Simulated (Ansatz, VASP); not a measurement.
## Al: VASP beside Ansatz

INCAR

```
PREC = Accurate
ENCUT = 520
EDIFF = 1E-6
ISMEAR = -1
SIGMA = 0.05
LREAL = F
LASPH = T
NELM = 60
ALGO = Normal
ISIF = 2
LWAVE = F
LCHARG = F
GGA = CA
NBANDS = 8
```

Contents of KPOINTS:

```
Automatic mesh
0
Gamma
  11 11 11
```

File POSCAR:

```
Al
1.0
    0.0000000000      2.0248050000      2.0248050000
    2.0248050000      0.0000000000      2.0248050000
    2.0248050000      2.0248050000      0.0000000000
Al
1
Direct
    0.0000000000      0.0000000000      0.0000000000
```

The input input.yaml:

```yaml
crystal:
  lattice:
    - [0.0, 2.024805, 2.024805]
    - [2.024805, 0.0, 2.024805]
    - [2.024805, 2.024805, 0.0]
  atoms:
    - { symbol: Al, position: [0.0, 0.0, 0.0] }
kpoints:
  mp_grid: { grid: [11, 11, 11] }
  band_path:
    path:
      - [0.0, 0.0, 0.0]
      - [0.5, 0.0, 0.5]
      - [0.5, 0.25, 0.75]
      - [0.375, 0.375, 0.75]
      - [0.0, 0.0, 0.0]
      - [0.5, 0.5, 0.5]
      - [0.625, 0.25, 0.625]
      - [0.5, 0.25, 0.75]
    npoints: 8
scf:
  occupations: { method: fermi_dirac, width: 0.05 }
hamiltonian:
  xc: lda
  pseudopotentials: { kind: all_electron, lapw: { basis_error: 0.001 } }
output:
  forces: true
  stress: true
  eigenvalues: true
```

Alike in both runs: functional LDA; k mesh 11 × 11 × 11; occupations fermi-dirac, width 0.05 eV; no spin polarisation.

|  | VASP | Ansatz |
| --- | --- | --- |
| version | VASP 6.6.1 | Ansatz 0.2.0 |
| potentials or method | VASP PAW LDA potentials, release 64 (Al), cutoff 520 eV | all-electron LAPW, scalar-relativistic |
| task | single point | band structure |

```tsv
	VASP	Ansatz	Ansatz less VASP
gap on the k mesh at the Fermi level (eV)	none	none	-
pressure (GPa)	-3.6	-3.6	-0.03
```

LDA's correlation is that of Perdew and Zunger in VASP and of Perdew and Wang (1992) in Ansatz. A gap of «none» marks a metal or a gap that the smearing closes. Ansatz ran all-electron here, and VASP with PAW potentials.
